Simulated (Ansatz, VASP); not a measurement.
## Cr: VASP beside Ansatz

```
Cr
1.0
     0.00000    2.66807    2.66807
     2.66807    0.00000    2.66807
     2.66807    2.66807    0.00000
Cr
2
Direct
  0.12500 0.12500 0.12500
  0.87500 0.87500 0.87500
```

Alike in both runs: task single point; functional BLYP; k mesh 11 × 11 × 11; occupations fermi-dirac, width 0.05 eV; collinear spin.

|  | VASP | Ansatz |
| --- | --- | --- |
| version | VASP 6.6.1 | Ansatz 0.2.0 |
| potentials or method | VASP PAW PBE potentials, release 64 (Cr_pv), cutoff 520 eV | plane waves (420 eV) with PAW, scalar-relativistic |
| valence electrons in the cell | 24 | 28 |

```csv
,VASP,Ansatz,Ansatz less VASP
pressure (GPa),3.6,3.3,-0.28
net moment per atom (μB),0.00,0.00,0.000
size of the moment on the site where the two differ most (μB),2.61,2.38,-0.232
```

VASP's potentials were made for PBE, not for BLYP. Site moments also hang on the region over which each program counts them. VASP's potentials hold 24 valence electrons a cell and Ansatz's 28, so a difference there can come from the potentials and not from the codes.
